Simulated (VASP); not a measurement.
# CoSi (P2_13) in VASP: notebook

The runs below take CoSi through relaxation of cell and atoms, single point, with LDA, PBE.

Everything below comes from runs of VASP 6.6.1. Logs are shortened: lines on timing, memory, paths and dates and some standing lists are left out, and cuts for length are marked.

### Step 1. The cell of the first run

It takes space group P2_13 (No. 198, cubic). The conventional cell has a = 4.431 Å, b = 4.431 Å, c = 4.431 Å, α = 90.00°, β = 90.00°, γ = 90.00°. Co (site symmetry 3) has 7 Si at 2.32 to 2.43 Å and 6 Co at 2.72 Å within 3.1 Å. Si (site symmetry 3) has 7 Co at 2.32 to 2.43 Å and 6 Si at 2.74 Å within 3.1 Å.

### Step 2. Relaxation of cell and atoms, LDA

INCAR

```
SYSTEM = CoSi
PREC = Accurate ; ENCUT = 600
EDIFF = 1E-7 ; ISMEAR = -1
SIGMA = 0.02 ; LREAL = .False.
LASPH = .True. ; NELM = 100
ALGO = Normal ; ISIF = 3
LWAVE = .False. ; LCHARG = .False.
IBRION = 2 ; NSW = 80
EDIFFG = -0.005
```

KPOINTS

```
regular mesh
0
Gamma
  6 6 6
  0 0 0
```

POSCAR

```
CoSi
1.0
    4.4307406183      0.0000000000      0.0000000000
    0.0000000000      4.4307406183      0.0000000000
    0.0000000000      0.0000000000      4.4307406183
Co Si
4 4
Direct
    0.1450332828      0.1450332828      0.1450332828
    0.3549667172      0.8549667172      0.6450332828
    0.6450332828      0.3549667172      0.8549667172
    0.8549667172      0.6450332828      0.3549667172
    0.8431868916      0.8431868916      0.8431868916
    0.6568131084      0.1568131084      0.3431868916
    0.3431868916      0.6568131084      0.1568131084
    0.1568131084      0.3431868916      0.6568131084
```

Potentials or basis: VASP PAW LDA potentials, release 64 (Co, Si).

Started as:

```bash
cat potpaw_LDA.64/Co/POTCAR potpaw_LDA.64/Si/POTCAR > POTCAR
mpirun -np 1 vasp_std > vasp.out
```

OUTCAR:

```text
SYSTEM = CoSi
   PREC = Accurate
   ENCUT = 600
   EDIFF = 1E-7
   ISMEAR = -1
   LREAL = .False.
   LASPH = .True.
   NELM = 100
   ISIF = 3
   IBRION = 2
   NSW = 80
   EDIFFG = -0.005

 ion  position               nearest neighbor table
   1  0.145  0.145  0.145-   5 2.32   6 2.34   7 2.34   8 2.34   7 2.43   8 2.43   6 2.43   3 2.72
                             4 2.72   2 2.72   2 2.72   4 2.72   3 2.72
   2  0.355  0.855  0.645-   6 2.32   5 2.34   7 2.34   8 2.34   7 2.43   8 2.43   5 2.43   1 2.72
                             1 2.72   3 2.72   3 2.72   4 2.72   4 2.72
   3  0.645  0.355  0.855-   7 2.32   6 2.34   5 2.34   8 2.34   8 2.43   6 2.43   5 2.43   1 2.72
                             4 2.72   2 2.72   2 2.72   4 2.72   1 2.72
   4  0.855  0.645  0.355-   8 2.32   6 2.34   7 2.34   5 2.34   6 2.43   5 2.43   7 2.43   1 2.72
                             3 2.72   2 2.72   1 2.72   2 2.72   3 2.72
   5  0.843  0.843  0.843-   1 2.32   2 2.34   3 2.34   4 2.34   3 2.43   4 2.43   2 2.43   6 2.74
                             7 2.74   8 2.74   6 2.74   8 2.74   7 2.74
   6  0.657  0.157  0.343-   2 2.32   1 2.34   3 2.34   4 2.34   3 2.43   4 2.43   1 2.43   8 2.74
                             5 2.74   5 2.74   7 2.74   7 2.74   8 2.74
   7  0.343  0.657  0.157-   3 2.32   2 2.34   1 2.34   4 2.34   4 2.43   2 2.43   1 2.43   8 2.74
                             5 2.74   8 2.74   6 2.74   6 2.74   5 2.74
   8  0.157  0.343  0.657-   4 2.32   2 2.34   3 2.34   1 2.34   2 2.43   1 2.43   3 2.43   7 2.74
                             5 2.74   7 2.74   5 2.74   6 2.74   6 2.74

  LATTYP: Found a simple cubic cell.
 ALAT       =     4.4307406183

  Lattice vectors:

 A1 = (   4.4307406183,   0.0000000000,   0.0000000000)
 A2 = (   0.0000000000,   4.4307406183,   0.0000000000)
 A3 = (   0.0000000000,   0.0000000000,   4.4307406183)

Analysis of symmetry for initial positions (statically):
=====================================================================
 Subroutine PRICEL returns:
 Original cell was already a primitive cell.

 Routine SETGRP: Setting up the symmetry group for a
 simple cubic supercell.

 Subroutine GETGRP returns: Found 12 space group operations
 (whereof  3 operations were pure point group operations)
 out of a pool of 48 trial point group operations.

The static configuration has the point symmetry C_3 .
 The point group associated with its full space group is T   .

Analysis of symmetry for dynamics (positions and initial velocities):
=====================================================================
 Subroutine PRICEL returns:
 Original cell was already a primitive cell.

 Routine SETGRP: Setting up the symmetry group for a
 simple cubic supercell.

 Subroutine GETGRP returns: Found 12 space group operations
 (whereof  3 operations were pure point group operations)
 out of a pool of 48 trial point group operations.

The dynamic configuration has the point symmetry C_3 .
 The point group associated with its full space group is T   .

 Subroutine INISYM returns: Found 12 space group operations
 (whereof  3 operations are pure point group operations),
 and found     1 'primitive' translations

----------------------------------------------------------------------------------------

                                     Primitive cell

  volume of cell :      86.9819

  direct lattice vectors                    reciprocal lattice vectors
     4.430740618  0.000000000  0.000000000     0.225695902  0.000000000  0.000000000
     0.000000000  4.430740618  0.000000000     0.000000000  0.225695902  0.000000000
     0.000000000  0.000000000  4.430740618     0.000000000  0.000000000  0.225695902

  length of vectors
     4.430740618  4.430740618  4.430740618     0.225695902  0.225695902  0.225695902

  position of ions in fractional coordinates (direct lattice)
     0.145033283  0.145033283  0.145033283
     0.354966717  0.854966717  0.645033283
     0.645033283  0.354966717  0.854966717
     0.854966717  0.645033283  0.354966717
     0.843186892  0.843186892  0.843186892
     0.656813108  0.156813108  0.343186892
     0.343186892  0.656813108  0.156813108
     0.156813108  0.343186892  0.656813108

  ion indices of the primitive-cell ions
   primitive index   ion index
                 1           1
                 2           2
                 3           3
                 4           4
                 5           5
                 6           6
                 7           7
                 8           8

----------------------------------------------------------------------------------------

 KPOINTS: regular mesh

Automatic generation of k-mesh.
 Grid dimensions read from file:
 generate k-points for:    6    6    6

 Generating k-lattice:

  Cartesian coordinates                     Fractional coordinates (reciprocal lattice)
     0.037615984  0.000000000  0.000000000     0.166666667  0.000000000  0.000000000
     0.000000000  0.037615984  0.000000000     0.000000000  0.166666667  0.000000000
     0.000000000  0.000000000  0.037615984     0.000000000  0.000000000  0.166666667

  Length of vectors
     0.037615984  0.037615984  0.037615984

  Shift w.r.t. Gamma in fractional coordinates (k-lattice)
     0.000000000  0.000000000  0.000000000

 Subroutine IBZKPT returns following result:
 ===========================================

 Found     24 irreducible k-points:

 Following reciprocal coordinates:
            Coordinates               Weight
  0.000000  0.000000  0.000000      1.000000
  0.166667  0.000000  0.000000      6.000000
  0.333333  0.000000  0.000000      6.000000
  0.500000  0.000000  0.000000      3.000000
  0.166667  0.166667  0.000000     12.000000
  0.333333  0.166667  0.000000     12.000000
[... 16 lines left out ...]
  0.500000  0.500000  0.333333      6.000000
  0.500000  0.500000  0.500000      1.000000
   k-points           NKPTS =     24   k-points in BZ     NKDIM =     24   number of bands    NBANDS=     31
   number of dos      NEDOS =    301   number of ions     NIONS =      8
   total plane-waves  NPLWV =  46656
   dimension x,y,z NGX =    36 NGY =   36 NGZ =   36
   dimension x,y,z NGXF=    72 NGYF=   72 NGZF=   72
   ions per type =               4   4
   NGX,Y,Z   is equivalent  to a cutoff of  13.51, 13.51, 13.51 a.u.
   NGXF,Y,Z  is equivalent  to a cutoff of  27.02, 27.02, 27.02 a.u.
 SYSTEM =  CoSi
   PREC   = accura    normal or accurate (medium, high low for compatibility)
   ISTART =      0    job   : 0-new  1-cont  2-samecut
   ICHARG =      2    charge: 1-file 2-atom 10-const
   ISPIN  =      1    spin polarized calculation?
   LNONCOLLINEAR =      F non collinear calculations
   LSORBIT =      F    spin-orbit coupling
   LASPH  =      T    aspherical Exc in radial PAW
   ENCUT  =  600.0 eV  44.10 Ry    6.64 a.u.   8.85  8.85  8.85*2*pi/ulx,y,z
   NELM   =    100;   NELMIN=  2; NELMDL= -5     # of ELM steps
   EDIFF  = 0.1E-06   stopping-criterion for ELM
   LREAL  =      F    real-space projection
   EDIFFG = -.5E-02   stopping-criterion for IOM
   NSW    =     80    number of steps for IOM
   IBRION =      2    ionic relax: 0-MD 1-quasi-New 2-CG
   NFREE  =      1    steps in history (QN), initial steepest desc. (CG)
   ISIF   =      3    stress and relaxation
   ISYM   =      2    0-nonsym 1-usesym 2-fastsym
   POTIM  = 0.5000    time-step for ionic-motion
   TEBEG  =    0.0;   TEEND  =   0.0 temperature during run
   PSTRESS=    0.0 pullay stress
   NELECT =      52.0000    total number of electrons
   NUPDOWN=      -1.0000    fix difference up-down
   EMIN   =  10.00;   EMAX   =-10.00  energy-range for DOS
   EFERMI =   0.00;   METHOD = LEGACY
   ISMEAR =    -1;   SIGMA  =   0.02  broadening in eV -4-tet -1-fermi 0-gaus
   EFERMI_NEDOS =   21; number of points for ismear=-14 and -15
   IALGO  =     38    algorithm
   IMIX   =      4    mixing-type and parameters
     AMIX     =   0.40;   BMIX     =  1.00
     AMIX_MAG =   1.60;   BMIX_MAG =  1.00
  volume/ion in A,a.u.               =      10.87        73.37
  Fermi-wavevector in a.u.,A,eV,Ry     =   1.379112  2.606144 25.877609  1.901951
  Thomas-Fermi vector in A             =   2.504112
   LORBIT       =      0    0 simple, 1 ext, 2 COOP (PROOUT), +10 PAW based schemes
   GGA     = CA    functional components
   LHFCALC =     F    Hartree Fock is set to
   AEXX    =    0.0000 exact exchange contribution
   IVDW    =     0    specifies the selected vdW correction
   LEPSILON=     F    determine dielectric tensor
   LRPA    =     F    only Hartree local field effects (RPA)
 conjugate gradient relaxation of ions
 non-spin polarized calculation
  energy-cutoff  :      600.00
  volume of cell :       86.98
 maximum number of plane-waves:      2945
   NGX = 17   NGY = 17   NGZ = 17

--------------------------------------- Ionic step        1  -------------------------------------------

 number of electron      52.0000004 magnetization

 Free energy of the ion-electron system (eV)
  ---------------------------------------------------
  ext. energy  EPLUGINS =         0.00000000
  ---------------------------------------------------
  free energy    TOTEN  =       -62.46262496 eV

  energy without entropy =      -62.46071231  energy(sigma->0) =      -62.46166863

------------------------ aborting loop because EDIFF is reached ----------------------------------------

  FORCE on cell =-STRESS in cart. coord.  units (eV):
  Direction    XX          YY          ZZ          XY          YZ          ZX
  --------------------------------------------------------------------------------------
  -------------------------------------------------------------------------------------
  Total       -6.6711492     -6.6711492     -6.6711492      0.0000000      0.0000000      0.0000000
  in kB     -122.8802973   -122.8802973   -122.8802973      0.0000000      0.0000000      0.0000000
  external PRESSURE =    -122.8802973 kB  Pullay stress =       0.0000000 kB
[... 237 lines left out ...]
  energy  without entropy=      -62.6429904755  energy(sigma->0) =      -62.64381817

--------------------------------------- Ionic step        7  -------------------------------------------

 number of electron      51.9999975 magnetization

 Free energy of the ion-electron system (eV)
  ---------------------------------------------------
  ext. energy  EPLUGINS =         0.00000000
  ---------------------------------------------------
  free energy    TOTEN  =       -62.64464562 eV

  energy without entropy =      -62.64298963  energy(sigma->0) =      -62.64381762

 E-fermi :  12.8141     XC(G=0): -13.3282

 val. band max:       12.8126399915   @ k =   0.0000   0.0000   0.0000
 cond. band min:      12.9030435305   @ k =   0.5000   0.5000   0.3333
 fundamental gap:      0.0904035391
 Fermi energy:        12.8141348487

 k-point     1 :       0.0000    0.0000    0.0000
  band No.  band energies     occupation
      1      -1.2304      2.00000
      2       4.4301      2.00000
      3       4.4301      2.00000
      4       4.4301      2.00000
      5       7.1212      2.00000
      6       7.1212      2.00000
[... 840 lines left out ...]
  FREE ENERGIE OF THE ION-ELECTRON SYSTEM (eV)
  ---------------------------------------------------
  free  energy   TOTEN  =       -62.6446456180 eV

  energy  without entropy=      -62.6429896264  energy(sigma->0) =      -62.64381762

 reached required accuracy - stopping structural energy minimisation
```

It took 2.5 min on 1 thread of Intel Xeon 6975P-C (Granite Rapids), shared host; peak memory 0.21 GiB.

Results:

* Free energy: -62.6446 eV
* Relaxed volume: 10.30 Å³/atom
* Relaxed cell: a = 4.352 Å, b = 4.352 Å, c = 4.352 Å, α = 90.00°, β = 90.00°, γ = 90.00°
* Space group after relaxing (to 0.05 Å): P2_13 (No. 198)
* Energy gained by relaxing: 22.8 meV/atom
* Ionic steps: 7
* Pressure after relaxing: 0.1 GPa
* Band gap on the k mesh: zero (band 26 reaches 12.81 eV, above the bottom of band 27 at 12.57 eV)

The path:
```
step  energy change (eV)  largest force (eV/Å)  pressure (GPa)  volume (Å³)
   1              0.0000                0.0780          -12.29        86.98
   2              0.1730                0.2804           21.54        76.90
   3             -0.1811                0.0598           -0.26        82.57
   4             -0.1811                0.0626            0.02        82.48
   5             -0.1817                0.0394            0.04        82.46
   6             -0.1820                0.0007            0.10        82.43
   7             -0.1820                0.0014            0.07        82.43
```

Final structure:
```
Co Si
1.0
     4.35212    0.00000    0.00000
     0.00000    4.35212    0.00000
     0.00000    0.00000    4.35212
Co Si
4 4
Cartesian
  0.6344 0.6344 0.6344
  1.5416 3.7177 2.8105
  2.8105 1.5416 3.7177
  3.7177 2.8105 1.5416
  3.6695 3.6695 3.6695
  2.8587 0.6827 1.4934
  1.4934 2.8587 0.6827
  0.6827 1.4934 2.8587
```

(Continued in part 2 of 2.)
